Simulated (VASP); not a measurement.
# Ti (I4/mmm) in VASP: a series of runs

Runs on Ti. Level: PBE. Tasks: single point.

Everything below comes from runs of VASP 6.6.1. Logs are shortened: lines on timing, memory, paths and dates and some standing lists are left out, and cuts for length are marked.

### Step 1. The cell of the first run

Symmetry: I4/mmm, No. 139, tetragonal system. The conventional cell has a = 2.704 Å, b = 2.704 Å, c = 4.112 Å, α = 90.00°, β = 90.00°, γ = 90.00°. Ti (site symmetry 4/mmm) has 12 Ti at 2.70 to 2.81 Å within 3.6 Å.

### Step 2. Single point, PBE (normal strain along x -0.0700, normal strain along y -0.0700)

The input, INCAR:

```
SYSTEM = Ti
PREC = Accurate
ENCUT = 520
EDIFF = 1E-6
ISMEAR = 0
SIGMA = 0.15
LREAL = .FALSE.
LASPH = .TRUE.
NELM = 60
ALGO = Normal
ISIF = 2
LWAVE = .FALSE.
LCHARG = .FALSE.
GGA = PE
NBANDS = 12
```

The input, KPOINTS:

```
regular mesh
0
G
  18 18 18
  0 0 0
```

The input, POSCAR:

```
Ti
1.0
    0.0000000000      1.9119483597      2.0558584513
    1.9119483597      0.0000000000      2.0558584513
    1.9119483597      1.9119483597      0.0000000000
Ti
1
Direct
    0.0000000000      0.0000000000      0.0000000000
```

Potentials or basis: VASP PAW PBE potentials, release 64 (Ti_sv).

Command:

```bash
> cat potpaw_PBE.64/Ti_sv/POTCAR > POTCAR
> mpirun -np 1 vasp_std > vasp.out
```

OUTCAR:

```text
SYSTEM = Ti
   PREC = Accurate
   ENCUT = 520
   EDIFF = 1E-6
   ISMEAR = 0
   LREAL = .FALSE.
   LASPH = .TRUE.
   NELM = 60
   ISIF = 2
   GGA = PE

 ion  position               nearest neighbor table
   1  0.000  0.000  0.000-

  LATTYP: Found a body centered tetragonal cell.
 ALAT       =     2.7039033008
 C/A-ratio  =     1.5206597445

  Lattice vectors:

 A1 = (  -1.9119483597,   0.0000000000,   2.0558584513)
 A2 = (   1.9119483597,   0.0000000000,   2.0558584513)
 A3 = (   0.0000000000,   1.9119483597,  -2.0558584513)

Analysis of symmetry for initial positions (statically):
=====================================================================
 Subroutine PRICEL returns:
 Original cell was already a primitive cell.

 Routine SETGRP: Setting up the symmetry group for a
 body centered tetragonal supercell.

 Subroutine GETGRP returns: Found 16 space group operations
 (whereof 16 operations were pure point group operations)
 out of a pool of 16 trial point group operations.

The static configuration has the point symmetry D_4h.

Analysis of symmetry for dynamics (positions and initial velocities):
=====================================================================
 Subroutine PRICEL returns:
 Original cell was already a primitive cell.

 Routine SETGRP: Setting up the symmetry group for a
 body centered tetragonal supercell.

 Subroutine GETGRP returns: Found 16 space group operations
 (whereof 16 operations were pure point group operations)
 out of a pool of 16 trial point group operations.

The dynamic configuration has the point symmetry D_4h.

 Subroutine INISYM returns: Found 16 space group operations
 (whereof 16 operations are pure point group operations),
 and found     1 'primitive' translations

----------------------------------------------------------------------------------------

                                     Primitive cell

  volume of cell :      15.0306

  direct lattice vectors                    reciprocal lattice vectors
     0.000000000  1.911948360  2.055858451    -0.261513339  0.261513339  0.243207405
     1.911948360  0.000000000  2.055858451     0.261513339 -0.261513339  0.243207405
     1.911948360  1.911948360  0.000000000     0.261513339  0.261513339 -0.243207405

  length of vectors
     2.807507881  2.807507881  2.703903301     0.442637883  0.442637883  0.442637883

  position of ions in fractional coordinates (direct lattice)
     0.000000000  0.000000000  0.000000000

  ion indices of the primitive-cell ions
   primitive index   ion index
                 1           1

----------------------------------------------------------------------------------------

 KPOINTS: regular mesh

Automatic generation of k-mesh.
 Grid dimensions read from file:
 generate k-points for:   18   18   18

 Generating k-lattice:

  Cartesian coordinates                     Fractional coordinates (reciprocal lattice)
    -0.014528519  0.014528519  0.013511523     0.055555556  0.000000000  0.000000000
     0.014528519 -0.014528519  0.013511523     0.000000000  0.055555556  0.000000000
     0.014528519  0.014528519 -0.013511523     0.000000000  0.000000000  0.055555556

  Length of vectors
     0.024590993  0.024590993  0.024590993

  Shift w.r.t. Gamma in fractional coordinates (k-lattice)
     0.000000000  0.000000000  0.000000000

 Subroutine IBZKPT returns following result:
 ===========================================

 Found    480 irreducible k-points:

 Following reciprocal coordinates:
            Coordinates               Weight
  0.000000  0.000000  0.000000      1.000000
  0.055556  0.000000  0.000000      8.000000
  0.111111  0.000000  0.000000      8.000000
  0.166667  0.000000  0.000000      8.000000
  0.222222  0.000000  0.000000      8.000000
  0.277778  0.000000  0.000000      8.000000
[... 16 lines left out ...]
 -0.277778  0.055556  0.000000      8.000000
 -0.222222  0.055556  0.000000      8.000000
 [... further k-points ...]
   k-points           NKPTS =    480   k-points in BZ     NKDIM =    480   number of bands    NBANDS=     12
   number of dos      NEDOS =    301   number of ions     NIONS =      1
   total plane-waves  NPLWV =  11520
   dimension x,y,z NGX =    24 NGY =   24 NGZ =   20
   dimension x,y,z NGXF=    48 NGYF=   48 NGZF=   40
   ions per type =               1
   NGX,Y,Z   is equivalent  to a cutoff of  14.21, 14.21, 12.30 a.u.
   NGXF,Y,Z  is equivalent  to a cutoff of  28.42, 28.42, 24.59 a.u.
 SYSTEM =  Ti
   PREC   = accura    normal or accurate (medium, high low for compatibility)
   ISTART =      0    job   : 0-new  1-cont  2-samecut
   ICHARG =      2    charge: 1-file 2-atom 10-const
   ISPIN  =      1    spin polarized calculation?
   LNONCOLLINEAR =      F non collinear calculations
   LSORBIT =      F    spin-orbit coupling
   LASPH  =      T    aspherical Exc in radial PAW
   ENCUT  =  520.0 eV  38.22 Ry    6.18 a.u.   5.22  5.22  5.03*2*pi/ulx,y,z
   NELM   =     60;   NELMIN=  2; NELMDL= -5     # of ELM steps
   EDIFF  = 0.1E-05   stopping-criterion for ELM
   LREAL  =      F    real-space projection
   EDIFFG = 0.1E-04   stopping-criterion for IOM
   NSW    =      0    number of steps for IOM
   IBRION =     -1    ionic relax: 0-MD 1-quasi-New 2-CG
   NFREE  =      0    steps in history (QN), initial steepest desc. (CG)
   ISIF   =      2    stress and relaxation
   ISYM   =      2    0-nonsym 1-usesym 2-fastsym
   POTIM  = 0.5000    time-step for ionic-motion
   TEBEG  =    0.0;   TEEND  =   0.0 temperature during run
   PSTRESS=    0.0 pullay stress
   NELECT =      12.0000    total number of electrons
   NUPDOWN=      -1.0000    fix difference up-down
   EMIN   =  10.00;   EMAX   =-10.00  energy-range for DOS
   EFERMI =   0.00;   METHOD = LEGACY
   ISMEAR =     0;   SIGMA  =   0.15  broadening in eV -4-tet -1-fermi 0-gaus
   EFERMI_NEDOS =   21; number of points for ismear=-14 and -15
   IALGO  =     38    algorithm
   IMIX   =      4    mixing-type and parameters
     AMIX     =   0.40;   BMIX     =  1.00
     AMIX_MAG =   1.60;   BMIX_MAG =  1.00
  volume/ion in A,a.u.               =      15.03       101.43
  Fermi-wavevector in a.u.,A,eV,Ry     =   1.518717  2.869958 31.381839  2.306500
  Thomas-Fermi vector in A             =   2.627800
   LORBIT       =      0    0 simple, 1 ext, 2 COOP (PROOUT), +10 PAW based schemes
   GGA     = PE    functional components
   LHFCALC =     F    Hartree Fock is set to
   AEXX    =    0.0000 exact exchange contribution
   IVDW    =     0    specifies the selected vdW correction
   LEPSILON=     F    determine dielectric tensor
   LRPA    =     F    only Hartree local field effects (RPA)
 non-spin polarized calculation
 Gauss-broadening in eV      SIGMA  =   0.15
  energy-cutoff  :      520.00
  volume of cell :       15.03
 maximum number of plane-waves:       415
 NGX is ok and might be reduce to    24
   NGX = 11   NGY = 11   NGZ =  9

 number of electron      12.0000002 magnetization

 Free energy of the ion-electron system (eV)
  ---------------------------------------------------
  ext. energy  EPLUGINS =         0.00000000
  ---------------------------------------------------
  free energy    TOTEN  =        -7.65417468 eV

  energy without entropy =       -7.63617867  energy(sigma->0) =       -7.64517668

 E-fermi :   9.8330     XC(G=0): -12.1954

 val. band max:        9.8285439009   @ k =  -0.2778  -0.0000   0.2222
 cond. band min:       9.8426591314   @ k =  -0.2222   0.1111   0.2778
 fundamental gap:      0.0141152305
 Fermi energy:         9.8330495923

 k-point     1 :       0.0000    0.0000    0.0000
  band No.  band energies     occupation
      1     -46.6408      2.00000
      2     -22.2992      2.00000
      3     -22.2778      2.00000
      4     -22.2778      2.00000
      5       3.4438      2.00000
      6      10.3591      0.00000
      7      11.0606      0.00000
      8      11.0606      0.00000
      9      12.3264      0.00000
     10      13.1692      0.00000
     11      25.9963      0.00000
     12      29.7385      0.00000

 k-point     2 :       0.0556    0.0000    0.0000
  band No.  band energies     occupation
      1     -46.6343      2.00000
      2     -22.3211      2.00000
      3     -22.2953      2.00000
      4     -22.2804      2.00000
      5       3.5595      2.00000
      6      10.3728      0.00000
      7      11.0117      0.00000
      8      11.1045      0.00000
      9      12.3082      0.00000
     10      13.1284      0.00000
     11      26.1214      0.00000
     12      29.5491      0.00000

 k-point     3 :       0.1111    0.0000    0.0000
  band No.  band energies     occupation
      1     -46.6156      2.00000
      2     -22.4151      2.00000
      3     -22.3139      2.00000
      4     -22.2876      2.00000
      5       3.8967      2.00000
      6      10.3574      0.00000
      7      10.9191      0.00000
      8      11.2230      0.00000
      9      12.2841      0.00000
     10      13.0252      0.00000
     11      26.4117      0.00000
     12      28.5362      0.00000
[... 286 lines left out ...]
 k-point    23 :      -0.2778    0.0556    0.0000
  band No.  band energies     occupation
      1     -46.4936      2.00000
      2     -23.0043      2.00000
      3     -22.4351      2.00000
      4     -22.3201      2.00000
      5       6.1203      2.00000
      6       9.7574      1.52413
      7      10.6497      0.00000
      8      11.4204      0.00000
      9      12.9189      0.00000
     10      13.4301      0.00000
     11      23.1301      0.00000
     12      26.3289      0.00000

 k-point    24 :      -0.2222    0.0556    0.0000
  band No.  band energies     occupation
      1     -46.5309      2.00000
      2     -22.8280      2.00000
      3     -22.4033      2.00000
      4     -22.3052      2.00000
      5       5.4469      2.00000
      6       9.8599      0.79992
      7      10.7713      0.00000
      8      11.5149      0.00000
      9      12.6768      0.00000
     10      12.9837      0.00000
     11      24.6272      0.00000
     12      26.8049      0.00000

 [... further k-points ...]
[... 5 lines left out ...]
  --------------------------------------------------------------------------------------
  -------------------------------------------------------------------------------------
  Total        1.8864285      1.8864285      1.6777003      0.0000000      0.0000000     -0.0000000
  in kB      201.0830300    201.0830300    178.8337294      0.0000000      0.0000000     -0.0000000
  external PRESSURE =     193.6665965 kB  Pullay stress =       0.0000000 kB

 VOLUME and BASIS-vectors are now :
 -----------------------------------------------------------------------------
  energy-cutoff  :      520.00
  volume of cell :       15.03
      direct lattice vectors                 reciprocal lattice vectors
     0.000000000  1.911948360  2.055858451    -0.261513339  0.261513339  0.243207405
     1.911948360  0.000000000  2.055858451     0.261513339 -0.261513339  0.243207405
     1.911948360  1.911948360  0.000000000     0.261513339  0.261513339 -0.243207405

 POSITION                                       TOTAL-FORCE (eV/Angst)
 -----------------------------------------------------------------------------------
      0.00000      0.00000      0.00000         0.000000     -0.000000      0.000000
 -----------------------------------------------------------------------------------
    total drift:                                0.000000      0.000000      0.000000

  FREE ENERGIE OF THE ION-ELECTRON SYSTEM (eV)
  ---------------------------------------------------
  free  energy   TOTEN  =        -7.6541746847 eV

  energy  without entropy=       -7.6361786731  energy(sigma->0) =       -7.64517668
```

Wall time 84 s (1 thread of Intel Xeon 8259CL, shared host); peak memory 0.2 GiB.

Results:

- Free energy: -7.6542 eV
- Pressure: 19.4 GPa
- Band gap on the k mesh: zero (bands 6 and 7 overlap by 1.23 eV)

Levels at points of the mesh, in eV from the Fermi level:
```tsv
k point	band 2	band 3	band 4	band 5	band 6	band 7	band 8	band 9	band 10	band 11
(0.00, 0.00, 0.00)	-32.13	-32.11	-32.11	-6.39	0.53	1.23	1.23	2.49	3.34	16.16
(0.50, 0.00, 0.00)	-33.19	-32.30	-32.19	-2.92	0.47	1.10	1.19	4.11	4.40	9.84
(0.50, 0.50, 0.00)	-33.09	-32.40	-32.40	-3.10	-2.01	2.67	4.30	4.57	4.57	11.46
(0.50, 0.00, 0.50)	-33.11	-32.60	-32.45	-3.11	-2.16	4.14	4.19	4.31	4.88	12.46
```

Caveat: the cell differs from its parent crystal (normal strain along x -0.0700, normal strain along y -0.0700); the cell stands under pressure.

### Step 3. Single point, PBE (normal strain along x -0.0467, normal strain along y -0.0467)

The input, INCAR:

```
SYSTEM = Ti
  PREC = Accurate
  ENCUT = 520
  EDIFF = 1E-7
  ISMEAR = 0
  SIGMA = 0.15
  LREAL = .FALSE.
  LASPH = .TRUE.
  NELM = 80
  ALGO = Normal
  ISIF = 2
  LWAVE = .FALSE.
  LCHARG = .FALSE.
  GGA = PE
  NBANDS = 12
```

KPOINTS is that of step 2.

The input, POSCAR:

```
Ti
1.0
    0.0000000000      1.9598498616      2.0558584513
    1.9598498616      0.0000000000      2.0558584513
    1.9598498616      1.9598498616      0.0000000000
Ti
1
Direct
    0.0000000000      0.0000000000      0.0000000000
```

Potentials or basis: VASP PAW PBE potentials, release 64 (Ti_sv).

Command:

```bash
> cat potpaw_PBE.64/Ti_sv/POTCAR > POTCAR
> mpirun -np 1 vasp_std > vasp.out
```

Wall time 84 s (1 thread of Intel Xeon 8259CL, shared host); peak memory 0.21 GiB.

Results (log left out):

| Property | Result |
| --- | --- |
| Free energy | -7.7310 eV |
| Pressure | 11.7 GPa |
| Band gap on the k mesh | zero (bands 6 and 7 overlap by 1.32 eV) |

Stress tensor (GPa, compression positive):
```
12.26  0.00  0.00
 0.00 12.26  0.00
 0.00  0.00 10.62
```

Levels at points of the mesh, in eV from the Fermi level:
| k point | band 4 | band 5 | band 6 | band 7 | band 8 | band 9 |
| --- | --- | --- | --- | --- | --- | --- |
| (0.00, 0.00, 0.00) | -32.28 | -6.31 | 0.66 | 1.09 | 1.09 | 2.52 |
| (0.50, 0.00, 0.00) | -32.36 | -2.81 | 0.57 | 0.91 | 1.03 | 3.92 |
| (0.50, 0.50, 0.00) | -32.55 | -2.92 | -1.90 | 2.70 | 4.03 | 4.31 |
| (0.50, 0.00, 0.50) | -32.58 | -2.92 | -2.00 | 3.64 | 3.98 | 4.16 |

Caveat: the cell differs from its parent crystal (normal strain along x -0.0467, normal strain along y -0.0467); the cell stands under pressure.

### Step 4. Single point, PBE (normal strain along x -0.0233, normal strain along y -0.0233)

The input, INCAR:

```
SYSTEM = Ti
PREC = Accurate ; ENCUT = 520
EDIFF = 1E-7 ; ISMEAR = 0
SIGMA = 0.15 ; LREAL = .False.
LASPH = .True. ; NELM = 80
ALGO = Normal ; ISIF = 2
LWAVE = .False. ; LCHARG = .False.
GGA = PE ; NBANDS = 12
```

The input, KPOINTS:

```
regular mesh
0
Gamma
  18 18 18
  0 0 0
```

The input, POSCAR:

```
Ti
1.0
    0.0000000000      2.0079569494      2.0558584513
    2.0079569494      0.0000000000      2.0558584513
    2.0079569494      2.0079569494      0.0000000000
Ti
1
Direct
    0.0000000000      0.0000000000      0.0000000000
```

Command:

```bash
> cat potpaw_PBE.64/Ti_sv/POTCAR > POTCAR
> mpirun -np 1 vasp_std > vasp.out
```

Run time: 98 s. Hardware: 1 thread of Intel Xeon 8259CL, shared host; peak memory 0.21 GiB.

Results (log left out):

| Property | Result |
| --- | --- |
| Free energy | -7.7744 eV |
| Pressure | 5.2 GPa |
| Band gap on the k mesh | zero (bands 6 and 7 overlap by 1.36 eV) |

Stress tensor (GPa, compression positive):
```
5.53 0.00 0.00
0.00 5.53 0.00
0.00 0.00 4.67
```

Levels at points of the mesh, in eV from the Fermi level:
```tsv
k point	band 3	band 4	band 5	band 6	band 7	band 8	band 9	band 10
(0.00, 0.00, 0.00)	-32.43	-32.43	-6.21	0.77	0.97	0.97	2.52	2.75
(0.50, 0.00, 0.00)	-32.55	-32.52	-2.69	0.67	0.75	0.89	3.74	3.82
(0.50, 0.50, 0.00)	-32.68	-32.68	-2.74	-1.80	2.76	3.78	4.07	4.07
(0.50, 0.00, 0.50)	-32.73	-32.70	-2.73	-1.85	3.21	3.77	4.00	4.15
```

Caveat: the cell differs from its parent crystal (normal strain along x -0.0233, normal strain along y -0.0233); the cell stands under pressure.

### Step 5. Single point, PBE (normal strain along x -0.0233, normal strain along y +0.0000)

The input, INCAR:

```
PREC = Accurate
ENCUT = 520
EDIFF = 1E-6
ISMEAR = 0
SIGMA = 0.15
LREAL = F
LASPH = T
NELM = 80
ALGO = Normal
ISIF = 2
LWAVE = F
LCHARG = F
GGA = PE
NBANDS = 12
```

The input, KPOINTS:

```
regular mesh
0
Gamma
  18 18 18
```

The input, POSCAR:

```
Ti
1.0
    0.0000000000      2.0558584513      2.0558584513
    2.0079569494      0.0000000000      2.0558584513
    2.0079569494      2.0558584513      0.0000000000
Ti
1
Direct
    0.0000000000      0.0000000000      0.0000000000
```

Command:

```bash
> cat potpaw_PBE.64/Ti_sv/POTCAR > POTCAR
> mpirun -np 1 vasp_std > vasp.out
```

It took 90 s on 1 thread of Intel Xeon 8259CL, shared host; peak memory 0.22 GiB.

The run converged. Its results:

* Free energy: -7.7839 eV
* Pressure: 2.4 GPa
* Band gap on the k mesh: zero (bands 6 and 7 overlap by 1.37 eV)

Stress tensor (GPa, compression positive):
```
2.99 0.00 0.00
0.00 2.14 0.00
0.00 0.00 2.14
```

Levels at points of the mesh, in eV from the Fermi level:
```
           k point  band 4  band 5  band 6  band 7  band 8  band 9
(0.00, 0.00, 0.00)  -32.50   -6.15    0.83    0.83    1.02    2.46
(0.50, 0.00, 0.00)  -32.58   -2.64    0.67    0.69    0.88    3.63
(0.50, 0.50, 0.00)  -32.73   -2.66   -1.75    2.80    3.67    3.88
(0.00, 0.50, 0.50)  -32.77   -2.64   -1.81    3.25    3.66    3.96
```

Caveat: the cell differs from its parent crystal (normal strain along x -0.0233, normal strain along y +0.0000).

### Step 6. Single point, PBE (normal strain along x +0.0000, normal strain along y +0.0233)

The input, INCAR:

```
PREC = Accurate
ENCUT = 520
EDIFF = 1E-7
ISMEAR = 0
SIGMA = 0.15
LREAL = False
LASPH = True
NELM = 80
ALGO = Normal
ISIF = 2
LWAVE = False
LCHARG = True
GGA = PE
LELF = True
LVHAR = True
NBANDS = 12
```

The input, KPOINTS:

```
Automatic mesh
0
Gamma
  18 18 18
```

The input, POSCAR:

```
Ti
1.0
    0.0000000000      2.1037599532      2.0558584513
    2.0558584513      0.0000000000      2.0558584513
    2.0558584513      2.1037599532      0.0000000000
Ti
1
Direct
    0.0000000000      0.0000000000      0.0000000000
```

Potentials or basis: VASP PAW PBE potentials, release 64 (Ti_sv).

Command:

```bash
> cat potpaw_PBE.64/Ti_sv/POTCAR > POTCAR
> mpirun -np 1 vasp_std > vasp.out
```

It took 1.9 min on 1 thread of Intel Xeon 8259CL, shared host; peak memory 0.22 GiB.

The run converged. Its results:

| Quantity | Value |
| --- | --- |
| Free energy | -7.7836 eV |
| Pressure | -2.5 GPa |
| Band gap on the k mesh | zero (bands 6 and 7 overlap by 1.28 eV) |

Stress tensor (GPa, compression positive):
```
-2.26  0.00  0.00
 0.00 -3.07  0.00
 0.00  0.00 -2.26
```

Levels at points of the mesh, in eV from the Fermi level:
```csv
k point,band 4,band 5,band 6,band 7,band 8,band 9
"(0.00, 0.00, 0.00)",-32.63,-6.04,0.74,0.92,0.92,2.33
"(0.50, 0.00, 0.00)",-32.70,-2.53,0.58,0.66,0.85,3.43
"(0.50, 0.50, 0.00)",-32.85,-2.48,-1.66,2.88,3.46,3.67
"(0.50, 0.00, 0.50)",-32.84,-2.50,-1.61,2.46,3.47,3.73
```

Caveat: the cell differs from its parent crystal (normal strain along x +0.0000, normal strain along y +0.0233).

### Step 7. The runs side by side

```csv
cell,gap on the mesh (eV),pressure (GPa)
"a = 2.808, b = 2.808, c = 2.704 Å, angles 61.2, 61.2, 57.6°, 1 atom",none,19.4
"a = 2.840, b = 2.840, c = 2.772 Å, angles 60.8, 60.8, 58.4°, 1 atom",none,11.7
"a = 2.874, b = 2.874, c = 2.840 Å, angles 60.4, 60.4, 59.2°, 1 atom",none,5.2
"a = 2.907, b = 2.874, c = 2.874 Å, angles 60.8, 59.6, 59.6°, 1 atom",none,2.4
"a = 2.941, b = 2.907 Å, angles 60.4, 59.2, 60.4°, 1 atom",none,-2.5
```

Alike in all rows: task single point; level PBE; potentials or basis VASP PAW PBE potentials, release 64 (Ti_sv); no spin polarisation; k mesh 18 × 18 × 18; cutoff (eV) 520; smearing gaussian 0.15 eV.

Caveats: the cell stands under pressure (at least some runs).

Absolute energies hang on the potentials; compare differences alone.
